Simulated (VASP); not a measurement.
# Mg3O4 in VASP: single point with PBE

Aim: the single point of Mg3O4 with PBE.

All numbers are computed with VASP 6.6.1; they aren't measurements. Logs are shortened: lines on timing, memory, paths and dates and some standing lists are left out, and cuts for length are marked.

### 1 The cell of the first run

The cell holds a slab with vacuum, 7 atoms: a = 3.009 Å, b = 3.009 Å, c = 21.370 Å, α = 90.00°, β = 90.00°, γ = 120.00°.

### 2 Single point, PBE

Contents of INCAR:

```
PREC     = Accurate       # precision mode
ENCUT    = 520            # plane-wave cutoff, eV
EDIFF    = 1E-6           # SCF threshold, eV
ISMEAR   = 0              # smearing method
SIGMA    = 0.05           # smearing width, eV
LREAL    = False          # projectors in reciprocal space
LASPH    = True           # aspherical terms in the spheres
NELM     = 80             # most SCF steps
ALGO     = Normal         # electronic algorithm
ISIF     = 2              # what is computed and relaxed
LWAVE    = False          # write WAVECAR
LCHARG   = False          # write CHGCAR
LDIPOL   = True         
IDIPOL   = 3            
DIPOL    = 0.5 0.5 0.499
GGA      = PE             # functional
NBANDS   = 24             # bands
```

Contents of KPOINTS:

```
regular mesh
0
Gamma
  9 9 1
```

Contents of POSCAR:

```
Mg3O4
1.0
    3.0085896345      0.0000000000      0.0000000000
   -1.5042948172      2.6055150530      0.0000000000
    0.0000000000      0.0000000000     21.3695094499
O Mg
4 3
Direct
    0.3333333333      0.6666666667      0.3275695222
    0.0000000000      0.0000000000      0.4425231741
    0.6666666667      0.3333333333      0.5549009230
    0.3333333333      0.6666666667      0.6617005510
    0.6666666667      0.3333333333      0.3850463481
    0.3333333333      0.6666666667      0.5009786531
    0.0000000000      0.0000000000      0.6193217337
```

Potentials or basis: VASP PAW PBE potentials, release 64 (O, Mg).

Launch:

```bash
cat potpaw_PBE.64/O/POTCAR potpaw_PBE.64/Mg/POTCAR > POTCAR
mpirun -np 1 vasp_std > vasp.out
```

OUTCAR:

```text
PREC = Accurate
   ENCUT = 520
   EDIFF = 1E-6
   ISMEAR = 0
   LREAL = False
   LASPH = True
   NELM = 80
   ISIF = 2
   GGA = PE

 ion  position               nearest neighbor table
   1  0.333  0.667  0.328-   5 2.13   5 2.13   5 2.13
   2  0.000  0.000  0.443-   5 2.13   5 2.13   5 2.13   6 2.14   6 2.14   6 2.14
   3  0.667  0.333  0.555-   6 2.08   6 2.08   6 2.08   7 2.22   7 2.22   7 2.22
   4  0.333  0.667  0.662-   7 1.96   7 1.96   7 1.96
   5  0.667  0.333  0.385-   1 2.13   1 2.13   1 2.13   2 2.13   2 2.13   2 2.13   6 3.03   6 3.03
                             6 3.03
   6  0.333  0.667  0.501-   3 2.08   3 2.08   3 2.08   2 2.14   2 2.14   2 2.14   5 3.03   5 3.03
                             5 3.03   7 3.07   7 3.07   7 3.07
   7  0.000  0.000  0.619-   4 1.96   4 1.96   4 1.96   3 2.22   3 2.22   3 2.22   6 3.07   6 3.07
                             6 3.07

  LATTYP: Found a hexagonal cell.
 ALAT       =     3.0085896345
 C/A-ratio  =     7.1028329038

  Lattice vectors:

 A1 = (   3.0085896345,   0.0000000000,   0.0000000000)
 A2 = (  -1.5042948172,   2.6055150530,   0.0000000000)
 A3 = (   0.0000000000,   0.0000000000,  21.3695094499)

Analysis of symmetry for initial positions (statically):
=====================================================================
 Subroutine PRICEL returns:
 Original cell was already a primitive cell.

 Routine SETGRP: Setting up the symmetry group for a
 hexagonal supercell.

 Subroutine GETGRP returns: Found  6 space group operations
 (whereof  6 operations were pure point group operations)
 out of a pool of 24 trial point group operations.

The static configuration has the point symmetry C_3v.

Analysis of symmetry for dynamics (positions and initial velocities):
=====================================================================
 Subroutine PRICEL returns:
 Original cell was already a primitive cell.

 Routine SETGRP: Setting up the symmetry group for a
 hexagonal supercell.

 Subroutine GETGRP returns: Found  6 space group operations
 (whereof  6 operations were pure point group operations)
 out of a pool of 24 trial point group operations.

The dynamic configuration has the point symmetry C_3v.

 Subroutine INISYM returns: Found  6 space group operations
 (whereof  6 operations are pure point group operations),
 and found     1 'primitive' translations

----------------------------------------------------------------------------------------

                                     Primitive cell

  volume of cell :     167.5140

  direct lattice vectors                    reciprocal lattice vectors
     3.008589634  0.000000000  0.000000000     0.332381654  0.191900638  0.000000000
    -1.504294817  2.605515053  0.000000000     0.000000000  0.383801275  0.000000000
     0.000000000  0.000000000 21.369509450     0.000000000  0.000000000  0.046795646

  length of vectors
     3.008589634  3.008589634 21.369509450     0.383801275  0.383801275  0.046795646

  position of ions in fractional coordinates (direct lattice)
     0.333333333  0.666666667  0.327569522
     0.000000000  0.000000000  0.442523174
     0.666666667  0.333333333  0.554900923
     0.333333333  0.666666667  0.661700551
     0.666666667  0.333333333  0.385046348
     0.333333333  0.666666667  0.500978653
     0.000000000  0.000000000  0.619321734

  ion indices of the primitive-cell ions
   primitive index   ion index
                 1           1
                 2           2
                 3           3
                 4           4
                 5           5
                 6           6
                 7           7

----------------------------------------------------------------------------------------

 KPOINTS: regular mesh

Automatic generation of k-mesh.
 Grid dimensions read from file:
 generate k-points for:    9    9    1

 Generating k-lattice:

  Cartesian coordinates                     Fractional coordinates (reciprocal lattice)
     0.036931295  0.021322293  0.000000000     0.111111111 -0.000000000  0.000000000
     0.000000000  0.042644586  0.000000000     0.000000000  0.111111111  0.000000000
     0.000000000  0.000000000  0.046795646     0.000000000  0.000000000  1.000000000

  Length of vectors
     0.042644586  0.042644586  0.046795646

  Shift w.r.t. Gamma in fractional coordinates (k-lattice)
     0.000000000  0.000000000  0.000000000

 Subroutine IBZKPT returns following result:
 ===========================================

 Found     12 irreducible k-points:

 Following reciprocal coordinates:
            Coordinates               Weight
  0.000000  0.000000  0.000000      1.000000
  0.111111 -0.000000  0.000000      6.000000
  0.222222  0.000000  0.000000      6.000000
  0.333333 -0.000000  0.000000      6.000000
  0.444444  0.000000  0.000000      6.000000
  0.111111  0.111111  0.000000      6.000000
  0.222222  0.111111  0.000000     12.000000
  0.333333  0.111111  0.000000     12.000000
  0.444444  0.111111  0.000000      6.000000
  0.222222  0.222222  0.000000      6.000000
  0.333333  0.222222  0.000000     12.000000
  0.333333  0.333333  0.000000      2.000000
   k-points           NKPTS =     12   k-points in BZ     NKDIM =     12   number of bands    NBANDS=     24
   number of dos      NEDOS =    301   number of ions     NIONS =      7
   total plane-waves  NPLWV =  92160
   dimension x,y,z NGX =    24 NGY =   24 NGZ =  160
   dimension x,y,z NGXF=    48 NGYF=   48 NGZF=  320
   ions per type =               4   3
   NGX,Y,Z   is equivalent  to a cutoff of  13.26, 13.26, 12.45 a.u.
   NGXF,Y,Z  is equivalent  to a cutoff of  26.52, 26.52, 24.89 a.u.
 SYSTEM =  unknown system
   PREC   = accura    normal or accurate (medium, high low for compatibility)
   ISTART =      0    job   : 0-new  1-cont  2-samecut
   ICHARG =      2    charge: 1-file 2-atom 10-const
   ISPIN  =      1    spin polarized calculation?
   LNONCOLLINEAR =      F non collinear calculations
   LSORBIT =      F    spin-orbit coupling
   LASPH  =      T    aspherical Exc in radial PAW
   ENCUT  =  520.0 eV  38.22 Ry    6.18 a.u.   5.59  5.59 39.73*2*pi/ulx,y,z
   NELM   =     80;   NELMIN=  2; NELMDL= -5     # of ELM steps
   EDIFF  = 0.1E-05   stopping-criterion for ELM
   LREAL  =      F    real-space projection
   EDIFFG = 0.1E-04   stopping-criterion for IOM
   NSW    =      0    number of steps for IOM
   IBRION =     -1    ionic relax: 0-MD 1-quasi-New 2-CG
   NFREE  =      0    steps in history (QN), initial steepest desc. (CG)
   ISIF   =      2    stress and relaxation
   ISYM   =      2    0-nonsym 1-usesym 2-fastsym
   POTIM  = 0.5000    time-step for ionic-motion
   TEBEG  =    0.0;   TEEND  =   0.0 temperature during run
   PSTRESS=    0.0 pullay stress
   NELECT =      30.0000    total number of electrons
   NUPDOWN=      -1.0000    fix difference up-down
   EMIN   =  10.00;   EMAX   =-10.00  energy-range for DOS
   EFERMI =   0.00;   METHOD = LEGACY
   ISMEAR =     0;   SIGMA  =   0.05  broadening in eV -4-tet -1-fermi 0-gaus
   EFERMI_NEDOS =   21; number of points for ismear=-14 and -15
   IALGO  =     38    algorithm
   IMIX   =      4    mixing-type and parameters
     AMIX     =   0.40;   BMIX     =  1.00
     AMIX_MAG =   1.60;   BMIX_MAG =  1.00
  volume/ion in A,a.u.               =      23.93       161.49
  Fermi-wavevector in a.u.,A,eV,Ry     =   0.922780  1.743802 11.585675  0.851523
  Thomas-Fermi vector in A             =   2.048345
   LORBIT       =      0    0 simple, 1 ext, 2 COOP (PROOUT), +10 PAW based schemes
   GGA     = PE    functional components
   LHFCALC =     F    Hartree Fock is set to
   AEXX    =    0.0000 exact exchange contribution
   IVDW    =     0    specifies the selected vdW correction
   LEPSILON=     F    determine dielectric tensor
   LRPA    =     F    only Hartree local field effects (RPA)
 non-spin polarized calculation
 Gauss-broadening in eV      SIGMA  =   0.05
  energy-cutoff  :      520.00
  volume of cell :      167.51
 maximum number of plane-waves:      4567
 NGX is ok and might be reduce to    24
   NGX = 11   NGY = 11   NGZ = 79

 dipolmoment           0.000000      0.000000      0.745003 electrons x Angstroem

 number of electron      30.0000015 magnetization

 dipolmoment           0.000000      0.000000     -0.029278 electrons x Angstroem

 Free energy of the ion-electron system (eV)
  ---------------------------------------------------
  ext. energy  EPLUGINS =         0.00000000
  ---------------------------------------------------
  free energy    TOTEN  =       -36.71075875 eV

  energy without entropy =      -36.69022989  energy(sigma->0) =      -36.70049432

 E-fermi :  -4.7421     XC(G=0):  -5.0194

 val. band max:       -4.7479005106   @ k =   0.1111  -0.0000   0.0000
 cond. band min:      -4.7228135346   @ k =   0.0000   0.0000   0.0000
 fundamental gap:      0.0250869760
 Fermi energy:        -4.7421228606

 k-point     1 :       0.0000    0.0000    0.0000
  band No.  band energies     occupation
      1     -22.0219      2.00000
      2     -21.4359      2.00000
      3     -20.4798      2.00000
      4     -20.3820      2.00000
      5      -8.8211      2.00000
      6      -7.1991      2.00000
[... 16 lines left out ...]
     23       6.0364      0.00000
     24       7.2058      0.00000

 k-point     2 :       0.1111   -0.0000    0.0000
  band No.  band energies     occupation
      1     -21.9206      2.00000
      2     -21.3591      2.00000
      3     -20.4251      2.00000
      4     -20.3338      2.00000
      5      -8.7032      2.00000
      6      -7.2445      2.00000
[... 16 lines left out ...]
     23       6.3061      0.00000
     24       7.3962      0.00000
[... 241 lines left out ...]
     23       8.0275      0.00000
     24       8.3390      0.00000

 k-point    12 :       0.3333    0.3333    0.0000
  band No.  band energies     occupation
      1     -20.8565      2.00000
      2     -20.6960      2.00000
      3     -19.9710      2.00000
      4     -19.8439      2.00000
      5      -8.2458      2.00000
      6      -8.2180      2.00000
[... 16 lines left out ...]
     23       7.5598      0.00000
     24       8.3888      0.00000

------------------------ aborting loop because EDIFF is reached ----------------------------------------

 vacuum level on the upper side and lower side of the slab       (xc-potential included)        -0.478         0.229

  FORCE on cell =-STRESS in cart. coord.  units (eV):
  Direction    XX          YY          ZZ          XY          YZ          ZX
  --------------------------------------------------------------------------------------
  -------------------------------------------------------------------------------------
  Total        1.6006978      1.6006978     -1.4126874      0.0000000      0.0000000      0.0000000
  in kB       15.3097756     15.3097756    -13.5115623      0.0000000      0.0000000      0.0000000
  external PRESSURE =       5.7026630 kB  Pullay stress =       0.0000000 kB

 VOLUME and BASIS-vectors are now :
 -----------------------------------------------------------------------------
  energy-cutoff  :      520.00
  volume of cell :      167.51
      direct lattice vectors                 reciprocal lattice vectors
     3.008589634  0.000000000  0.000000000     0.332381654  0.191900638  0.000000000
    -1.504294817  2.605515053  0.000000000     0.000000000  0.383801275  0.000000000
     0.000000000  0.000000000 21.369509450     0.000000000  0.000000000  0.046795646

 POSITION                                       TOTAL-FORCE (eV/Angst)
 -----------------------------------------------------------------------------------
     -0.00000      1.73701      7.00000        -0.000000     -0.000000      1.032581
      0.00000      0.00000      9.45650         0.000000      0.000000      0.129557
      1.50429      0.86851     11.85796        -0.000000     -0.000000      0.008462
     -0.00000      1.73701     14.14022        -0.000000      0.000000     -0.014237
      1.50429      0.86851      8.22825         0.000000     -0.000000     -1.122626
     -0.00000      1.73701     10.70567         0.000000      0.000000     -0.003751
      0.00000      0.00000     13.23460         0.000000      0.000000     -0.029987
 -----------------------------------------------------------------------------------
    total drift:                                0.000000      0.000000     -0.001494

  FREE ENERGIE OF THE ION-ELECTRON SYSTEM (eV)
  ---------------------------------------------------
  free  energy   TOTEN  =       -36.7107587452 eV

  energy  without entropy=      -36.6902298937  energy(sigma->0) =      -36.70049432

 vacuum level on the upper side and lower side of the slab         4.360         5.073
```

Run time: 3.7 min. Hardware: 1 thread of Intel Xeon 8259CL, shared host; peak memory 0.3 GiB.

What came out:

* Free energy: -36.7108 eV
* Largest force: 1.123 eV/Å
* Band gap on the k mesh: zero (band 15 reaches -4.34 eV, above the bottom of band 16 at -4.81 eV)

Forces in eV/Å, atoms in the order of the input:
```
O    0.000  0.000  1.033
O    0.000  0.000  0.130
O    0.000  0.000  0.008
O    0.000  0.000 -0.014
Mg   0.000  0.000 -1.123
Mg   0.000  0.000 -0.004
Mg   0.000  0.000 -0.030
```

Levels at points of the mesh, in eV from the Fermi level:
| k point | band 13 | band 14 | band 15 | band 16 | band 17 | band 18 |
| --- | --- | --- | --- | --- | --- | --- |
| (0.00, 0.00, 0.00) | 0.21 | 0.21 | 0.41 | 0.41 | 5.32 | 6.96 |
